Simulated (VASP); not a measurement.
# Si3N4 (I-43d) in VASP: further runs

The runs below take Si3N4 through single point, with PBE.

Program: VASP 6.6.1. These are calculated values, not measurements. Logs are shortened: lines on timing, memory, paths and dates and some standing lists are left out, and cuts for length are marked.

## Step 1: The cell of the first run

The structure is cubic, space group I-43d (No. 220). The conventional cell has a = 6.518 Å, b = 6.518 Å, c = 6.518 Å, α = 90.00°, β = 90.00°, γ = 90.00°. Si (site symmetry -4) has 4 N at 1.76 Å within 2.3 Å. Within 2.3 Å of N (site symmetry 3) lie 3 Si at 1.76 Å.

## Step 2: Single point, PBE (9.89 Å³/atom)

Input file INCAR:

```
SYSTEM = Si3N4
PREC = Accurate
ENCUT = 520
EDIFF = 1E-7
ISMEAR = -1
SIGMA = 0.02
LREAL = .FALSE.
LASPH = .TRUE.
NELM = 100
ALGO = Normal
ISIF = 2
LWAVE = .FALSE.
LCHARG = .FALSE.
GGA = PE
NBANDS = 45
```

Input file KPOINTS:

```
Automatic mesh
0
G
  6 6 6
  0 0 0
```

Input file POSCAR:

```
Si3N4
1.0
   -3.2587900288      3.2587900288      3.2587900288
    3.2587900288     -3.2587900288      3.2587900288
    3.2587900288      3.2587900288     -3.2587900288
Si N
6 8
Direct
    0.2500000000      0.1250000000      0.8750000000
    0.8750000000      0.2500000000      0.1250000000
    0.7500000000      0.3750000000      0.6250000000
    0.6250000000      0.7500000000      0.3750000000
    0.1250000000      0.8750000000      0.2500000000
    0.3750000000      0.6250000000      0.7500000000
    0.5628000000      0.5628000000      0.5628000000
    0.4372000000      0.5000000000      0.0000000000
    0.5000000000      0.0000000000      0.9372000000
    0.0000000000      0.4372000000      0.5000000000
    0.9372000000      0.5000000000      0.0000000000
    0.0628000000      0.0628000000      0.0628000000
    0.0000000000      0.9372000000      0.5000000000
    0.5000000000      0.0000000000      0.4372000000
```

Potentials or basis: VASP PAW PBE potentials, release 64 (Si, N).

Command:

```
cat potpaw_PBE.64/Si/POTCAR potpaw_PBE.64/N/POTCAR > POTCAR
mpirun -np 1 vasp_std > vasp.out
```

OUTCAR:

```text
SYSTEM = Si3N4
   PREC = Accurate
   ENCUT = 520
   EDIFF = 1E-7
   ISMEAR = -1
   LREAL = .FALSE.
   LASPH = .TRUE.
   NELM = 100
   ISIF = 2
   GGA = PE

 ion  position               nearest neighbor table
   1  0.250  0.125  0.875-   8 1.76   9 1.76  12 1.76  13 1.76   5 3.05   6 3.05   4 3.05   2 3.05
                             5 3.05   6 3.05   2 3.05   4 3.05
   2  0.875  0.250  0.125-  11 1.76  10 1.76   9 1.76  12 1.76   6 3.05   5 3.05   3 3.05   5 3.05
                             1 3.05   3 3.05   1 3.05   6 3.05
   3  0.750  0.375  0.625-  10 1.76   7 1.76  11 1.76  14 1.76   5 3.05   6 3.05   4 3.05   6 3.05
                             2 3.05   2 3.05   4 3.05   5 3.05
   4  0.625  0.750  0.375-   7 1.76   8 1.76  13 1.76  14 1.76   6 3.05   5 3.05   3 3.05   3 3.05
                             5 3.05   6 3.05   1 3.05   1 3.05
   5  0.125  0.875  0.250-  11 1.76  12 1.76  14 1.76  13 1.76   2 3.05   4 3.05   1 3.05   3 3.05
                             1 3.05   2 3.05   3 3.05   4 3.05
   6  0.375  0.625  0.750-   7 1.76   9 1.76  10 1.76   8 1.76   1 3.05   3 3.05   4 3.05   2 3.05
                             4 3.05   1 3.05   3 3.05   2 3.05
   7  0.563  0.563  0.563-   3 1.76   4 1.76   6 1.76
   8  0.437  0.500  0.000-   1 1.76   4 1.76   6 1.76
   9  0.500  0.000  0.937-   1 1.76   2 1.76   6 1.76
  10  0.000  0.437  0.500-   3 1.76   2 1.76   6 1.76
  11  0.937  0.500  0.000-   2 1.76   3 1.76   5 1.76
  12  0.063  0.063  0.063-   1 1.76   2 1.76   5 1.76
  13  0.000  0.937  0.500-   1 1.76   4 1.76   5 1.76
  14  0.500  0.000  0.437-   3 1.76   4 1.76   5 1.76

  LATTYP: Found a body centered cubic cell.
 ALAT       =     6.5175800576

  Lattice vectors:

 A1 = (  -3.2587900288,   3.2587900288,   3.2587900288)
 A2 = (   3.2587900288,  -3.2587900288,   3.2587900288)
 A3 = (   3.2587900288,   3.2587900288,  -3.2587900288)

Analysis of symmetry for initial positions (statically):
=====================================================================
 Subroutine PRICEL returns:
 Original cell was already a primitive cell.

 Routine SETGRP: Setting up the symmetry group for a
 body centered cubic supercell.

 Subroutine GETGRP returns: Found 24 space group operations
 (whereof  3 operations were pure point group operations)
 out of a pool of 48 trial point group operations.

The static configuration has the point symmetry C_3 .
 The point group associated with its full space group is T_d .

Analysis of symmetry for dynamics (positions and initial velocities):
=====================================================================
 Subroutine PRICEL returns:
 Original cell was already a primitive cell.

 Routine SETGRP: Setting up the symmetry group for a
 body centered cubic supercell.

 Subroutine GETGRP returns: Found 24 space group operations
 (whereof  3 operations were pure point group operations)
 out of a pool of 48 trial point group operations.

The dynamic configuration has the point symmetry C_3 .
 The point group associated with its full space group is T_d .

 Subroutine INISYM returns: Found 24 space group operations
 (whereof  3 operations are pure point group operations),
 and found     1 'primitive' translations

----------------------------------------------------------------------------------------

                                     Primitive cell

  volume of cell :     138.4297

  direct lattice vectors                    reciprocal lattice vectors
    -3.258790029  3.258790029  3.258790029     0.000000000  0.153431180  0.153431180
     3.258790029 -3.258790029  3.258790029     0.153431180  0.000000000  0.153431180
     3.258790029  3.258790029 -3.258790029     0.153431180  0.153431180  0.000000000

  length of vectors
     5.644389901  5.644389901  5.644389901     0.216984456  0.216984456  0.216984456

  position of ions in fractional coordinates (direct lattice)
     0.250000000  0.125000000  0.875000000
     0.875000000  0.250000000  0.125000000
     0.750000000  0.375000000  0.625000000
     0.625000000  0.750000000  0.375000000
     0.125000000  0.875000000  0.250000000
     0.375000000  0.625000000  0.750000000
     0.562800000  0.562800000  0.562800000
     0.437200000  0.500000000  0.000000000
     0.500000000  0.000000000  0.937200000
     0.000000000  0.437200000  0.500000000
     0.937200000  0.500000000  0.000000000
     0.062800000  0.062800000  0.062800000
     0.000000000  0.937200000  0.500000000
     0.500000000  0.000000000  0.437200000

  ion indices of the primitive-cell ions
   primitive index   ion index
                 1           1
                 2           2
                 3           3
                 4           4
                 5           5
                 6           6
                 7           7
                 8           8
                 9           9
                10          10
                11          11
                12          12
                13          13
                14          14

----------------------------------------------------------------------------------------

 KPOINTS: Automatic mesh

Automatic generation of k-mesh.
 Grid dimensions read from file:
 generate k-points for:    6    6    6

 Generating k-lattice:

  Cartesian coordinates                     Fractional coordinates (reciprocal lattice)
     0.000000000  0.025571863  0.025571863     0.166666667  0.000000000  0.000000000
     0.025571863  0.000000000  0.025571863     0.000000000  0.166666667  0.000000000
     0.025571863  0.025571863  0.000000000     0.000000000  0.000000000  0.166666667

  Length of vectors
     0.036164076  0.036164076  0.036164076

  Shift w.r.t. Gamma in fractional coordinates (k-lattice)
     0.000000000  0.000000000  0.000000000

 Subroutine IBZKPT returns following result:
 ===========================================

 Found     16 irreducible k-points:

 Following reciprocal coordinates:
            Coordinates               Weight
  0.000000  0.000000  0.000000      1.000000
  0.166667  0.000000  0.000000     12.000000
  0.333333  0.000000  0.000000     12.000000
  0.500000  0.000000  0.000000      6.000000
  0.166667  0.166667  0.000000     24.000000
  0.333333  0.166667  0.000000     48.000000
[... 8 lines left out ...]
  0.500000  0.500000  0.333333     12.000000
  0.500000  0.500000  0.500000      1.000000
   k-points           NKPTS =     16   k-points in BZ     NKDIM =     16   number of bands    NBANDS=     45
   number of dos      NEDOS =    301   number of ions     NIONS =     14
   total plane-waves  NPLWV =  74088
   dimension x,y,z NGX =    42 NGY =   42 NGZ =   42
   dimension x,y,z NGXF=    84 NGYF=   84 NGZF=   84
   ions per type =               6   8
   NGX,Y,Z   is equivalent  to a cutoff of  12.37, 12.37, 12.37 a.u.
   NGXF,Y,Z  is equivalent  to a cutoff of  24.74, 24.74, 24.74 a.u.
 SYSTEM =  Si3N4
   PREC   = accura    normal or accurate (medium, high low for compatibility)
   ISTART =      0    job   : 0-new  1-cont  2-samecut
   ICHARG =      2    charge: 1-file 2-atom 10-const
   ISPIN  =      1    spin polarized calculation?
   LNONCOLLINEAR =      F non collinear calculations
   LSORBIT =      F    spin-orbit coupling
   LASPH  =      T    aspherical Exc in radial PAW
   ENCUT  =  520.0 eV  38.22 Ry    6.18 a.u.  10.49 10.49 10.49*2*pi/ulx,y,z
   NELM   =    100;   NELMIN=  2; NELMDL= -5     # of ELM steps
   EDIFF  = 0.1E-06   stopping-criterion for ELM
   LREAL  =      F    real-space projection
   EDIFFG = 0.1E-05   stopping-criterion for IOM
   NSW    =      0    number of steps for IOM
   IBRION =     -1    ionic relax: 0-MD 1-quasi-New 2-CG
   NFREE  =      0    steps in history (QN), initial steepest desc. (CG)
   ISIF   =      2    stress and relaxation
   ISYM   =      2    0-nonsym 1-usesym 2-fastsym
   POTIM  = 0.5000    time-step for ionic-motion
   TEBEG  =    0.0;   TEEND  =   0.0 temperature during run
   PSTRESS=    0.0 pullay stress
   NELECT =      64.0000    total number of electrons
   NUPDOWN=      -1.0000    fix difference up-down
   EMIN   =  10.00;   EMAX   =-10.00  energy-range for DOS
   EFERMI =   0.00;   METHOD = LEGACY
   ISMEAR =    -1;   SIGMA  =   0.02  broadening in eV -4-tet -1-fermi 0-gaus
   EFERMI_NEDOS =   21; number of points for ismear=-14 and -15
   IALGO  =     38    algorithm
   IMIX   =      4    mixing-type and parameters
     AMIX     =   0.40;   BMIX     =  1.00
     AMIX_MAG =   1.60;   BMIX_MAG =  1.00
  volume/ion in A,a.u.               =       9.89        66.73
  Fermi-wavevector in a.u.,A,eV,Ry     =   1.265878  2.392162 21.802609  1.602447
  Thomas-Fermi vector in A             =   2.399108
   LORBIT       =      0    0 simple, 1 ext, 2 COOP (PROOUT), +10 PAW based schemes
   GGA     = PE    functional components
   LHFCALC =     F    Hartree Fock is set to
   AEXX    =    0.0000 exact exchange contribution
   IVDW    =     0    specifies the selected vdW correction
   LEPSILON=     F    determine dielectric tensor
   LRPA    =     F    only Hartree local field effects (RPA)
 non-spin polarized calculation
  energy-cutoff  :      520.00
  volume of cell :      138.43
 maximum number of plane-waves:      3781
 NGX is ok and might be reduce to    42
   NGX = 21   NGY = 21   NGZ = 21

 number of electron      63.9999996 magnetization

 Free energy of the ion-electron system (eV)
  ---------------------------------------------------
  ext. energy  EPLUGINS =         0.00000000
  ---------------------------------------------------
  free energy    TOTEN  =      -113.13254772 eV

  energy without entropy =     -113.13254772  energy(sigma->0) =     -113.13254772

 E-fermi :   7.9410     XC(G=0): -11.2871

 val. band max:        7.4823392416   @ k =   0.3333   0.3333   0.0000
 cond. band min:      11.4688350280   @ k =  -0.1667   0.1667   0.1667
 fundamental gap:      3.9864957864
 Fermi energy:         7.9409917876

 k-point     1 :       0.0000    0.0000    0.0000
  band No.  band energies     occupation
      1     -10.5470      2.00000
      2      -7.7491      2.00000
      3      -7.7491      2.00000
      4      -7.7491      2.00000
      5      -7.2341      2.00000
      6      -7.2341      2.00000
[... 36 lines left out ...]
     43      15.1237      0.00000
     44      15.1237      0.00000

 k-point     2 :       0.1667    0.0000    0.0000
  band No.  band energies     occupation
      1     -10.4137      2.00000
      2      -7.9900      2.00000
      3      -7.8279      2.00000
      4      -7.8116      2.00000
      5      -7.3033      2.00000
      6      -7.2415      2.00000
[... 36 lines left out ...]
     43      15.2513      0.00000
     44      15.2708      0.00000

 k-point     3 :       0.3333    0.0000    0.0000
  band No.  band energies     occupation
      1     -10.0240      2.00000
      2      -8.6658      2.00000
      3      -7.9411      2.00000
      4      -7.9245      2.00000
      5      -7.3289      2.00000
      6      -7.2742      2.00000
[... 600 lines left out ...]
     43      16.0699      0.00000
     44      16.0699      0.00000

 k-point    16 :       0.5000    0.5000    0.5000
  band No.  band energies     occupation
      1      -8.4066      2.00000
      2      -8.4066      2.00000
      3      -8.4066      2.00000
      4      -8.4066      2.00000
      5      -8.4066      2.00000
      6      -8.4066      2.00000
[... 36 lines left out ...]
     43      15.8202      0.00000
     44      15.8202      0.00000
 [bands above 44 left out]

------------------------ aborting loop because EDIFF is reached ----------------------------------------

  FORCE on cell =-STRESS in cart. coord.  units (eV):
  Direction    XX          YY          ZZ          XY          YZ          ZX
  --------------------------------------------------------------------------------------
  -------------------------------------------------------------------------------------
  Total       -2.9885349     -2.9885349     -2.9885349      0.0000000      0.0000000     -0.0000000
  in kB      -34.5891413    -34.5891413    -34.5891413      0.0000000      0.0000000     -0.0000000
  external PRESSURE =     -34.5891413 kB  Pullay stress =       0.0000000 kB

 VOLUME and BASIS-vectors are now :
 -----------------------------------------------------------------------------
  energy-cutoff  :      520.00
  volume of cell :      138.43
      direct lattice vectors                 reciprocal lattice vectors
    -3.258790029  3.258790029  3.258790029     0.000000000  0.153431180  0.153431180
     3.258790029 -3.258790029  3.258790029     0.153431180  0.000000000  0.153431180
     3.258790029  3.258790029 -3.258790029     0.153431180  0.153431180  0.000000000

 POSITION                                       TOTAL-FORCE (eV/Angst)
 -----------------------------------------------------------------------------------
      2.44409      3.25879     -1.62940         0.000000      0.000000      0.000000
     -1.62940      2.44409      3.25879         0.000000      0.000000      0.000000
      0.81470      3.25879      1.62940         0.000000      0.000000      0.000000
      1.62940      0.81470      3.25879         0.000000      0.000000      0.000000
      3.25879     -1.62940      2.44409         0.000000      0.000000      0.000000
      3.25879      1.62940      0.81470         0.000000      0.000000      0.000000
      1.83405      1.83405      1.83405         0.017948      0.017948      0.017948
      0.20465     -0.20465      3.05414         0.017948     -0.017948     -0.017948
      1.42474      4.68353     -1.42474        -0.017948     -0.017948      0.017948
      3.05414      0.20465     -0.20465        -0.017948      0.017948     -0.017948
     -1.42474      1.42474      4.68353         0.017948     -0.017948     -0.017948
      0.20465      0.20465      0.20465         0.017948      0.017948      0.017948
      4.68353     -1.42474      1.42474        -0.017948      0.017948     -0.017948
     -0.20465      3.05414      0.20465        -0.017948     -0.017948      0.017948
 -----------------------------------------------------------------------------------
    total drift:                                0.000002      0.000002      0.000002

  FREE ENERGIE OF THE ION-ELECTRON SYSTEM (eV)
  ---------------------------------------------------
  free  energy   TOTEN  =      -113.1325477188 eV

  energy  without entropy=     -113.1325477188  energy(sigma->0) =     -113.13254772
```

Run time: 78 s. Hardware: 1 thread of Intel Xeon Platinum 8488C (Sapphire Rapids), shared host; peak memory 0.28 GiB.

Results:

| Property | Result |
| --- | --- |
| Free energy | -113.1325 eV |
| Pressure | -3.5 GPa |
| Largest force | 0.031 eV/Å |
| Band gap on the k mesh | 3.99 eV (least direct gap 4.17 eV) |

Forces on the atoms (eV/Å):
```
Si   0.000  0.000  0.000
Si   0.000  0.000  0.000
Si   0.000  0.000  0.000
Si   0.000  0.000  0.000
Si   0.000  0.000  0.000
Si   0.000  0.000  0.000
N    0.018  0.018  0.018
N    0.018 -0.018 -0.018
N   -0.018 -0.018  0.018
N   -0.018  0.018 -0.018
N    0.018 -0.018 -0.018
N    0.018  0.018  0.018
N   -0.018  0.018 -0.018
N   -0.018 -0.018  0.018
```

Caveat: the cell stands under tension. A k mesh can miss the band edges.

## Step 3: Single point, PBE (10.08 Å³/atom)

This run uses another cell than the first one, of 10.08 Å³/atom.

Input file INCAR:

```
SYSTEM = Si3N4
ALGO = Normal
EDIFF = 1E-6
ENCUT = 520
GGA = PE
ISIF = 2
ISMEAR = -1
LASPH = .True.
LCHARG = .False.
LREAL = .False.
LWAVE = .False.
NBANDS = 45
NELM = 100
PREC = Accurate
SIGMA = 0.02
```

Input file KPOINTS:

```
k-points
0
Gamma
  6 6 6
  0 0 0
```

Input file POSCAR:

```
Si3N4
1.0
   -3.2799515960      3.2799515960      3.2799515960
    3.2799515960     -3.2799515960      3.2799515960
    3.2799515960      3.2799515960     -3.2799515960
Si N
6 8
Direct
    0.2500000000      0.1250000000      0.8750000000
    0.8750000000      0.2500000000      0.1250000000
    0.7500000000      0.3750000000      0.6250000000
    0.6250000000      0.7500000000      0.3750000000
    0.1250000000      0.8750000000      0.2500000000
    0.3750000000      0.6250000000      0.7500000000
    0.5649630135      0.5649630135      0.5649630135
    0.4350369865      0.5000000000      0.0000000000
    0.5000000000      0.0000000000      0.9350369865
    0.0000000000      0.4350369865      0.5000000000
    0.9350369865      0.5000000000      0.0000000000
    0.0649630135      0.0649630135      0.0649630135
    0.0000000000      0.9350369865      0.5000000000
    0.5000000000      0.0000000000      0.4350369865
```

Potentials or basis: VASP PAW PBE potentials, release 64 (Si, N).

Command:

```
cat potpaw_PBE.64/Si/POTCAR potpaw_PBE.64/N/POTCAR > POTCAR
mpirun -np 1 vasp_std > vasp.out
```

It took 70 s on 1 thread of Intel Xeon Platinum 8488C (Sapphire Rapids), shared host; peak memory 0.28 GiB.

It converged, with:

```
Free energy            : -113.0401 eV
Pressure               : -7.8 GPa
Largest force          : 0.004 eV/Å
Band gap on the k mesh : 3.90 eV (least direct gap 4.11 eV)
```

Forces on the atoms (eV/Å):
```
Si   0.000  0.000  0.000
Si   0.000  0.000  0.000
Si   0.000  0.000  0.000
Si   0.000  0.000  0.000
Si   0.000  0.000  0.000
Si   0.000  0.000  0.000
N    0.002  0.002  0.002
N    0.002 -0.002 -0.002
N   -0.002 -0.002  0.002
N   -0.002  0.002 -0.002
N    0.002 -0.002 -0.002
N    0.002  0.002  0.002
N   -0.002  0.002 -0.002
N   -0.002 -0.002  0.002
```

Levels at points of the mesh, in eV from the valence-band top:
```
           k point  band 30  band 31  band 32  band 33  band 34  band 35
(0.00, 0.00, 0.00)    -0.16    -0.16    -0.07     4.20     4.42     4.42
(0.50, 0.00, 0.00)    -1.23    -0.02    -0.02     4.84     4.84     5.60
(0.50, 0.50, 0.50)    -1.82    -1.15    -1.15     5.26     5.26     5.26
```

Caveat: the cell stands under tension. A k mesh can miss the band edges.
